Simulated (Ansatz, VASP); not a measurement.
## HfC: VASP beside Ansatz

```
Hf C
1.0
     3.37446    0.00000    0.00000
    -1.68723    2.92236    0.00000
     0.00000    0.00000    5.09580
Hf C
2 2
Direct
  0.66667 0.33333 0.75000
  0.33333 0.66667 0.25000
  0.00000 0.00000 0.00000
  0.00000 0.00000 0.50000
```

Alike in both runs: task single point; functional PBE; k mesh 15 × 15 × 8; occupations gaussian, width 0.1 eV; no spin polarisation.

|  | VASP | Ansatz |
| --- | --- | --- |
| version | VASP 6.6.1 | Ansatz 0.2.0 |
| potentials or method | VASP PAW PBE potentials, release 64 (Hf_pv, C), cutoff 520 eV | scalar-relativistic, plane waves, PAW |
| valence electrons in the cell | 28 | 60 |

|  | VASP | Ansatz | Ansatz less VASP |
| --- | --- | --- | --- |
| gap on the k mesh at the Fermi level (eV) | none | none | - |
| pressure (GPa) | -1.3 | -0.6 | +0.71 |
| traceless stress, the component that is largest in VASP (GPa) | 6.21 | 6.16 | -0.049 |

A gap of «none» marks a metal or a gap that the smearing closes. VASP's potentials hold 28 valence electrons a cell and Ansatz's 60, so a difference there can come from the potentials and not from the codes.

Spin-orbit coupling is off throughout.
